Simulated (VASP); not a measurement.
# Lu2SiF2 (P-3m1) in VASP: notebook, part 2 of 2

VASP 6.6.1. Earlier steps stand in the parts before.

## (3) Single point, PBE

This run uses another cell than the first one, of 17.97 Å³/atom.

The input, INCAR:

```
SYSTEM = Lu2SiF2
PREC = Accurate
ENCUT = 520
EDIFF = 1E-6
ISMEAR = 0
SIGMA = 0.1
LREAL = .False.
LASPH = .True.
NELM = 60
ALGO = Normal
ISIF = 2
LWAVE = .False.
LCHARG = .False.
GGA = PE
NBANDS = 42
```

The input, KPOINTS:

```
Automatic mesh
0
Gamma
  6 6 4
  0 0 0
```

The input, POSCAR:

```
Lu2SiF2
1.0
    4.0264771636     -0.0000000030      0.0000000000
   -2.0132385792      3.4870315129      0.0000000000
    0.0000000000      0.0000000000      6.3994542022
Lu Si F
2 1 2
Direct
    0.6666666667      0.3333333333      0.2401021507
    0.3333333333      0.6666666667      0.7598978493
    0.0000000000      0.0000000000      0.0000000000
    0.6666666667      0.3333333333      0.5975451451
    0.3333333333      0.6666666667      0.4024548549
```

Potentials or basis: VASP PAW PBE potentials, release 64 (Lu, Si, F).

Run with:

```bash
> cat potpaw_PBE.64/Lu/POTCAR potpaw_PBE.64/Si/POTCAR potpaw_PBE.64/F/POTCAR > POTCAR
> mpirun -np 1 vasp_std > vasp.out
```

OUTCAR:

```text
SYSTEM = Lu2SiF2
   PREC = Accurate
   ENCUT = 520
   EDIFF = 1E-6
   ISMEAR = 0
   LREAL = .False.
   LASPH = .True.
   NELM = 60
   ISIF = 2
   GGA = PE

 ion  position               nearest neighbor table
   1  0.667  0.333  0.240-   4 2.29   5 2.55   5 2.55   5 2.55   3 2.79   3 2.79   3 2.79
   2  0.333  0.667  0.760-   5 2.29   4 2.55   4 2.55   4 2.55   3 2.79   3 2.79   3 2.79
   3  0.000  0.000  0.000-   1 2.79   2 2.79   2 2.79   1 2.79   1 2.79   2 2.79
   4  0.667  0.333  0.598-   1 2.29   2 2.55   2 2.55   2 2.55
   5  0.333  0.667  0.402-   2 2.29   1 2.55   1 2.55   1 2.55

  LATTYP: Found a hexagonal cell.
 ALAT       =     4.0264771636
 C/A-ratio  =     1.5893432254

  Lattice vectors:

 A1 = (   4.0264771636,  -0.0000000030,   0.0000000000)
 A2 = (  -2.0132385792,   3.4870315129,   0.0000000000)
 A3 = (   0.0000000000,   0.0000000000,   6.3994542022)

Analysis of symmetry for initial positions (statically):
=====================================================================
 Subroutine PRICEL returns:
 Original cell was already a primitive cell.

 Routine SETGRP: Setting up the symmetry group for a
 hexagonal supercell.

 Subroutine GETGRP returns: Found 12 space group operations
 (whereof 12 operations were pure point group operations)
 out of a pool of 24 trial point group operations.

The static configuration has the point symmetry D_3d.

Analysis of symmetry for dynamics (positions and initial velocities):
=====================================================================
 Subroutine PRICEL returns:
 Original cell was already a primitive cell.

 Routine SETGRP: Setting up the symmetry group for a
 hexagonal supercell.

 Subroutine GETGRP returns: Found 12 space group operations
 (whereof 12 operations were pure point group operations)
 out of a pool of 24 trial point group operations.

The dynamic configuration has the point symmetry D_3d.

 Subroutine INISYM returns: Found 12 space group operations
 (whereof 12 operations are pure point group operations),
 and found     1 'primitive' translations

----------------------------------------------------------------------------------------

                                     Primitive cell

  volume of cell :      89.8512

  direct lattice vectors                    reciprocal lattice vectors
     4.026477164 -0.000000003  0.000000000     0.248356059  0.143388437  0.000000000
    -2.013238579  3.487031513  0.000000000     0.000000000  0.286776875  0.000000000
     0.000000000  0.000000000  6.399454202     0.000000000  0.000000000  0.156263326

  length of vectors
     4.026477164  4.026477164  6.399454202     0.286776875  0.286776875  0.156263326

  position of ions in fractional coordinates (direct lattice)
     0.666666667  0.333333333  0.240102151
     0.333333333  0.666666667  0.759897849
     0.000000000  0.000000000  0.000000000
     0.666666667  0.333333333  0.597545145
     0.333333333  0.666666667  0.402454855

  ion indices of the primitive-cell ions
   primitive index   ion index
                 1           1
                 2           2
                 3           3
                 4           4
[... 24 lines left out ...]
 ===========================================

 Found     24 irreducible k-points:

 Following reciprocal coordinates:
            Coordinates               Weight
  0.000000  0.000000  0.000000      1.000000
  0.166667 -0.000000  0.000000      6.000000
  0.333333 -0.000000  0.000000      6.000000
  0.500000  0.000000  0.000000      3.000000
  0.166667  0.166667  0.000000      6.000000
  0.333333  0.166667  0.000000     12.000000
[... 16 lines left out ...]
  0.333333  0.166667  0.500000     12.000000
  0.333333  0.333333  0.500000      2.000000
   k-points           NKPTS =     24   k-points in BZ     NKDIM =     24   number of bands    NBANDS=     42
   number of dos      NEDOS =    301   number of ions     NIONS =      5
   total plane-waves  NPLWV =  43200
   dimension x,y,z NGX =    30 NGY =   30 NGZ =   48
   dimension x,y,z NGXF=    60 NGYF=   60 NGZF=   96
   ions per type =               2   1   2
   NGX,Y,Z   is equivalent  to a cutoff of  12.39, 12.39, 12.47 a.u.
   NGXF,Y,Z  is equivalent  to a cutoff of  24.77, 24.77, 24.94 a.u.
 SYSTEM =  Lu2SiF2
   PREC   = accura    normal or accurate (medium, high low for compatibility)
   ISTART =      0    job   : 0-new  1-cont  2-samecut
   ICHARG =      2    charge: 1-file 2-atom 10-const
   ISPIN  =      1    spin polarized calculation?
   LNONCOLLINEAR =      F non collinear calculations
   LSORBIT =      F    spin-orbit coupling
   LASPH  =      T    aspherical Exc in radial PAW
   ENCUT  =  520.0 eV  38.22 Ry    6.18 a.u.   7.49  7.49 11.90*2*pi/ulx,y,z
   NELM   =     60;   NELMIN=  2; NELMDL= -5     # of ELM steps
   EDIFF  = 0.1E-05   stopping-criterion for ELM
   LREAL  =      F    real-space projection
   EDIFFG = 0.1E-04   stopping-criterion for IOM
   NSW    =      0    number of steps for IOM
   IBRION =     -1    ionic relax: 0-MD 1-quasi-New 2-CG
   NFREE  =      0    steps in history (QN), initial steepest desc. (CG)
   ISIF   =      2    stress and relaxation
   ISYM   =      2    0-nonsym 1-usesym 2-fastsym
   POTIM  = 0.5000    time-step for ionic-motion
   TEBEG  =    0.0;   TEEND  =   0.0 temperature during run
   PSTRESS=    0.0 pullay stress
   NELECT =      68.0000    total number of electrons
   NUPDOWN=      -1.0000    fix difference up-down
   EMIN   =  10.00;   EMAX   =-10.00  energy-range for DOS
   EFERMI =   0.00;   METHOD = LEGACY
   ISMEAR =     0;   SIGMA  =   0.10  broadening in eV -4-tet -1-fermi 0-gaus
   EFERMI_NEDOS =   21; number of points for ismear=-14 and -15
   IALGO  =     38    algorithm
   IMIX   =      4    mixing-type and parameters
     AMIX     =   0.40;   BMIX     =  1.00
     AMIX_MAG =   1.60;   BMIX_MAG =  1.00
  volume/ion in A,a.u.               =      17.97       121.27
  Fermi-wavevector in a.u.,A,eV,Ry     =   1.491889  2.819261 30.282925  2.225732
  Thomas-Fermi vector in A             =   2.604487
   LORBIT       =      0    0 simple, 1 ext, 2 COOP (PROOUT), +10 PAW based schemes
   GGA     = PE    functional components
   LHFCALC =     F    Hartree Fock is set to
   AEXX    =    0.0000 exact exchange contribution
   IVDW    =     0    specifies the selected vdW correction
   LEPSILON=     F    determine dielectric tensor
   LRPA    =     F    only Hartree local field effects (RPA)
 non-spin polarized calculation
 Gauss-broadening in eV      SIGMA  =   0.10
  energy-cutoff  :      520.00
  volume of cell :       89.85
 maximum number of plane-waves:      2436
 NGX is ok and might be reduce to    30
   NGX = 15   NGY = 15   NGZ = 23

 number of electron      68.0000027 magnetization

 Free energy of the ion-electron system (eV)
  ---------------------------------------------------
  ext. energy  EPLUGINS =         0.00000000
  ---------------------------------------------------
  free energy    TOTEN  =       -29.51207410 eV

  energy without entropy =      -29.51153554  energy(sigma->0) =      -29.51180482

 E-fermi :   3.8368     XC(G=0): -10.4927

 val. band max:        3.7131355179   @ k =   0.0000   0.0000   0.5000
 cond. band min:       3.9600868031   @ k =   0.5000   0.0000   0.0000
 fundamental gap:      0.2469512852
 Fermi energy:         3.8367990066

 k-point     1 :       0.0000    0.0000    0.0000
  band No.  band energies     occupation
      1     -52.9050      2.00000
      2     -52.8998      2.00000
      3     -24.0080      2.00000
      4     -23.5666      2.00000
      5     -23.5666      2.00000
      6     -23.5421      2.00000
[... 1069 lines left out ...]
     41       8.6916      0.00000
     42       8.6916      0.00000

------------------------ aborting loop because EDIFF is reached ----------------------------------------

  FORCE on cell =-STRESS in cart. coord.  units (eV):
  Direction    XX          YY          ZZ          XY          YZ          ZX
  --------------------------------------------------------------------------------------
  -------------------------------------------------------------------------------------
  Total        0.2446537      0.2446537      0.3005207      0.0000000     -0.0000000      0.0000000
  in kB        4.3625289      4.3625289      5.3587185      0.0000000     -0.0000000      0.0000000
  external PRESSURE =       4.6945921 kB  Pullay stress =       0.0000000 kB

 VOLUME and BASIS-vectors are now :
 -----------------------------------------------------------------------------
  energy-cutoff  :      520.00
  volume of cell :       89.85
      direct lattice vectors                 reciprocal lattice vectors
     4.026477164 -0.000000003  0.000000000     0.248356059  0.143388437  0.000000000
    -2.013238579  3.487031513  0.000000000     0.000000000  0.286776875  0.000000000
     0.000000000  0.000000000  6.399454202     0.000000000  0.000000000  0.156263326

 POSITION                                       TOTAL-FORCE (eV/Angst)
 -----------------------------------------------------------------------------------
      2.01324      1.16234      1.53652        -0.000000      0.000000     -0.010595
      0.00000      2.32469      4.86293         0.000000     -0.000000      0.010595
      0.00000      0.00000      0.00000        -0.000000      0.000000     -0.000000
      2.01324      1.16234      3.82396         0.000000     -0.000000      0.010460
      0.00000      2.32469      2.57549        -0.000000      0.000000     -0.010460
 -----------------------------------------------------------------------------------
    total drift:                                0.000000     -0.000000     -0.000000

  FREE ENERGIE OF THE ION-ELECTRON SYSTEM (eV)
  ---------------------------------------------------
  free  energy   TOTEN  =       -29.5120740950 eV

  energy  without entropy=      -29.5115355376  energy(sigma->0) =      -29.51180482
```

Wall time 76 s (1 thread of Intel Xeon Platinum 8488C (Sapphire Rapids), shared host); peak memory 0.25 GiB.

What came out:

| Item | Value |
| --- | --- |
| Free energy | -29.5121 eV |
| Pressure | 0.5 GPa |
| Largest force | 0.011 eV/Å |
| Band gap on the k mesh | 0.25 eV (least direct gap 0.83 eV) |

Forces on the atoms (eV/Å):
```
Lu   0.000  0.000 -0.011
Lu   0.000  0.000  0.011
Si   0.000  0.000  0.000
F    0.000  0.000  0.010
F    0.000  0.000 -0.010
```

Stress tensor (GPa, compression positive):
```
0.44 0.00 0.00
0.00 0.44 0.00
0.00 0.00 0.54
```

Caveat: spin-orbit coupling is left out, which moves the levels of the heavy elements. A k mesh can miss the band edges.

## (4) Relaxation of cell and atoms, PBE

The input, INCAR:

```
ALGO = Normal
EDIFF = 1E-6
EDIFFG = -0.04
ENCUT = 600
GGA = PE
IBRION = 2
ISIF = 3
ISMEAR = 0
LASPH = True
LCHARG = False
LREAL = False
LWAVE = False
NELM = 60
NSW = 90
PREC = Accurate
SIGMA = 0.1
```

The input, KPOINTS:

```
k-points
0
Gamma
  6 6 4
```

The input, POSCAR:

```
Lu2SiF2
1.0
    3.8903872300      0.0000000000      0.0000000000
   -1.9451936100      3.3691741700      0.0000000000
    0.0000000000      0.0000000000      6.3940964800
Lu Si F
2 1 2
Direct
    0.6666666700      0.3333333300      0.3615911900
    0.3333333300      0.6666666700      0.6384088100
    0.0000000000      0.0000000000      0.0000000000
    0.6666666700      0.3333333300      0.7529723600
    0.3333333300      0.6666666700      0.2470276400
```

Run with:

```bash
> cat potpaw_PBE.64/Lu/POTCAR potpaw_PBE.64/Si/POTCAR potpaw_PBE.64/F/POTCAR > POTCAR
> mpirun -np 1 vasp_std > vasp.out
```

Run time: 41 min. Hardware: 1 thread of Intel Xeon Platinum 8488C (Sapphire Rapids), shared host; peak memory 0.3 GiB.

The run converged. Its results:

| Property | Result |
| --- | --- |
| Free energy | -29.5101 eV |
| Relaxed volume | 18.07 Å³/atom |
| Relaxed cell | a = 4.036 Å, b = 4.036 Å, c = 6.404 Å, α = 90.00°, β = 90.00°, γ = 120.00° |
| Space group after relaxing (to 0.1 Å) | P-3m1 (No. 164) |
| Energy gained by relaxing | 1400.3 meV/atom |
| Ionic steps | 30 |
| Pressure after relaxing | 0.0 GPa |
| Largest force after relaxing | 0.033 eV/Å |
| Band gap on the k mesh | 0.27 eV (least direct gap 0.84 eV) |

Forces on the atoms (eV/Å):
```
Lu   0.000  0.000  0.000
Lu   0.000  0.000  0.000
Si   0.000  0.000  0.000
F    0.000  0.000  0.033
F    0.000  0.000 -0.033
```

Step by step:
| step | energy change (eV) | largest force (eV/Å) | pressure (GPa) | volume (Å³) |
| --- | --- | --- | --- | --- |
| 1 | 0.0000 | 5.1160 | 7.79 | 83.81 |
| 2 | -2.5038 | 2.5800 | -2.51 | 94.09 |
| 3 | -3.6683 | 1.8274 | -9.25 | 108.71 |
| 4 | -3.9764 | 1.8665 | -10.91 | 116.42 |
| 5 | -5.9319 | 1.3824 | 2.92 | 94.85 |
| 6 | -5.9323 | 1.3892 | 2.55 | 95.10 |
| 7 | -6.2500 | 0.9632 | 1.28 | 96.16 |
| 8 | -6.3002 | 1.3275 | 0.73 | 96.67 |
| 9 | -6.4246 | 0.1718 | -2.88 | 98.56 |
| 10 | -6.4252 | 0.1712 | -2.79 | 98.43 |
| 11 | -6.4872 | 0.4515 | 0.33 | 92.84 |
| 12 | -6.4873 | 0.4475 | 0.35 | 92.91 |
| 13 | -6.5312 | 0.4218 | 0.54 | 91.68 |
| 14 | -6.6678 | 0.4672 | 2.05 | 87.97 |
| 15 | -6.6622 | 0.6522 | 10.91 | 80.56 |
| 16 | -6.7229 | 0.6468 | 3.51 | 85.90 |
| 17 | -6.7735 | 0.6768 | 5.63 | 83.23 |
| 18 | -6.7865 | 0.6220 | 6.07 | 83.22 |
| 19 | -6.8151 | 0.4133 | 6.19 | 83.20 |
| 20 | -6.8007 | 0.6251 | 7.24 | 83.13 |
| 21 | -6.8231 | 0.2609 | 6.45 | 83.18 |
| 22 | -6.8484 | 0.2538 | 5.63 | 83.79 |
| 23 | -6.9073 | 0.2310 | 3.50 | 85.63 |
| 24 | -6.9542 | 0.2765 | -0.13 | 89.39 |
| 25 | -6.9542 | 0.2923 | -0.44 | 89.61 |
| 26 | -6.9627 | 0.2660 | -0.38 | 89.72 |
| 27 | -6.9831 | 0.1856 | -0.14 | 90.04 |
| 28 | -7.0011 | 0.0282 | -0.26 | 90.64 |
| 29 | -7.0012 | 0.0282 | -0.32 | 90.66 |
| 30 | -7.0014 | 0.0327 | 0.01 | 90.36 |

Final structure:
```cif
data_structure
_symmetry_space_group_name_H-M 'P 1'
_symmetry_Int_Tables_number 1
_cell_length_a 4.0363
_cell_length_b 4.0363
_cell_length_c 6.4043
_cell_angle_alpha 90.000
_cell_angle_beta 90.000
_cell_angle_gamma 120.000
_cell_volume 90.36
loop_
_atom_site_label
_atom_site_type_symbol
_atom_site_fract_x
_atom_site_fract_y
_atom_site_fract_z
_atom_site_occupancy
Lu1 Lu 0.66667 0.33333 0.23990 1
Lu2 Lu 0.33333 0.66667 0.76010 1
Si1 Si 0.00000 0.00000 0.00000 1
F1 F 0.66667 0.33333 0.59665 1
F2 F 0.33333 0.66667 0.40335 1
```

Levels at points of the mesh, in eV from the valence-band top:
| k point | band 31 | band 32 | band 33 | band 34 | band 35 | band 36 | band 37 | band 38 |
| --- | --- | --- | --- | --- | --- | --- | --- | --- |
| (0.00, 0.00, 0.00) | -5.08 | -2.18 | -0.08 | -0.08 | 0.98 | 1.76 | 1.76 | 3.32 |
| (0.50, 0.00, 0.00) | -5.10 | -2.97 | -1.14 | -0.57 | 0.27 | 2.80 | 3.66 | 3.79 |
| (0.00, 0.00, 0.50) | -5.12 | -2.78 | 0.00 | 0.00 | 1.74 | 1.92 | 1.92 | 3.01 |
| (0.50, 0.00, 0.50) | -5.06 | -2.56 | -1.31 | -0.59 | 0.75 | 2.82 | 3.41 | 3.95 |

Caveat: spin-orbit coupling is left out, which moves the levels of the heavy elements.

## (5) Single point, PBE

This run uses another cell than the first one, of 18.01 Å³/atom.

The input, INCAR:

```
  PREC = Accurate
  ENCUT = 520
  EDIFF = 1E-6
  ISMEAR = 0
  SIGMA = 0.01
  LREAL = False
  LASPH = True
  NELM = 60
  ALGO = Normal
  ISIF = 2
  LWAVE = False
  LCHARG = False
  GGA = PE
  NBANDS = 42
```

The input, KPOINTS:

```
Automatic mesh
0
Gamma
  12 12 6
```

The input, POSCAR:

```
Lu2SiF2
1.0
    4.0317169238      0.0000000000      0.0000000000
   -2.0158584619      3.4915692769      0.0000000000
    0.0000000000      0.0000000000      6.3978381457
Lu Si F
2 1 2
Direct
    0.6666666667      0.3333333333      0.2403321849
    0.3333333333      0.6666666667      0.7596678151
    0.0000000000      0.0000000000      0.0000000000
    0.6666666667      0.3333333333      0.5967795888
    0.3333333333      0.6666666667      0.4032204112
```

Run with:

```bash
> cat potpaw_PBE.64/Lu/POTCAR potpaw_PBE.64/Si/POTCAR potpaw_PBE.64/F/POTCAR > POTCAR
> mpirun -np 1 vasp_std > vasp.out
```

Wall time 6.9 min (1 thread of Intel Xeon Platinum 8488C (Sapphire Rapids), shared host); peak memory 0.44 GiB.

The run converged. Its results:

| Property | Result |
| --- | --- |
| Free energy | -29.5219 eV |
| Pressure | 0.3 GPa |
| Largest force | 0.041 eV/Å |
| Band gap on the k mesh | 0.26 eV (least direct gap 0.83 eV) |

Forces in eV/Å, atoms in the order of the input:
```
Lu   0.000  0.000 -0.041
Lu   0.000  0.000  0.041
Si   0.000  0.000  0.000
F    0.000  0.000  0.040
F    0.000  0.000 -0.040
```

Stress tensor (GPa, compression positive):
```
0.14 0.00 0.00
0.00 0.14 0.00
0.00 0.00 0.56
```

Levels at points of the mesh, in eV from the valence-band top:
| k point | band 30 | band 31 | band 32 | band 33 | band 34 | band 35 | band 36 | band 37 | band 38 | band 39 |
| --- | --- | --- | --- | --- | --- | --- | --- | --- | --- | --- |
| (0.00, 0.00, 0.00) | -5.15 | -5.08 | -2.19 | -0.08 | -0.08 | 0.95 | 1.75 | 1.75 | 3.32 | 3.32 |
| (0.50, 0.00, 0.00) | -5.11 | -5.11 | -2.98 | -1.15 | -0.58 | 0.26 | 2.79 | 3.65 | 3.79 | 3.82 |
| (0.00, 0.00, 0.50) | -5.16 | -5.13 | -2.79 | 0.00 | 0.00 | 1.73 | 1.92 | 1.92 | 3.01 | 3.01 |
| (0.50, 0.00, 0.50) | -5.12 | -5.07 | -2.57 | -1.32 | -0.60 | 0.74 | 2.80 | 3.41 | 3.95 | 4.09 |

Caveat: spin-orbit coupling is left out, which moves the levels of the heavy elements.

## (6) The runs side by side

| task | cell | k mesh | cutoff (eV) | smearing | gap on the mesh (eV) | pressure (GPa) | largest force (eV/Å) |
| --- | --- | --- | --- | --- | --- | --- | --- |
| single point | a = 3.890, b = 3.890, c = 6.394 Å, angles 90.0, 90.0, 120.0°, 5 atoms, atomic positions A | 6 × 6 × 4 | 520 | gaussian 0.1 eV | none | 7.8 | 5.12 |
| single point | a = 4.026, b = 4.026, c = 6.399 Å, angles 90.0, 90.0, 120.0°, 5 atoms, atomic positions B | 6 × 6 × 4 | 520 | gaussian 0.1 eV | 0.25 | 0.5 | 0.01 |
| relaxation of cell and atoms | relaxed from a = 3.890, b = 3.890, c = 6.394 Å, angles 90.0, 90.0, 120.0°, 5 atoms, atomic positions A | 6 × 6 × 4 | 600 | gaussian 0.1 eV | 0.27 | 0.0 | 0.03 |
| single point | a = 4.032, b = 4.032, c = 6.398 Å, angles 90.0, 90.0, 120.0°, 5 atoms, atomic positions B | 12 × 12 × 6 | 520 | gaussian 0.01 eV | 0.26 | 0.3 | 0.04 |

Alike in all rows: level PBE; potentials or basis VASP PAW PBE potentials, release 64 (Lu, Si, F); no spin polarisation.

Caveats: spin-orbit coupling is left out, which moves the levels of the heavy elements; the cell stands under pressure (at least some runs); forces of over 1 eV/Å act on the atoms, so gaps and moduli don't describe the material at rest (at least some runs).

Total energies depend on the potentials used, so only differences within one code and one set of settings carry meaning.
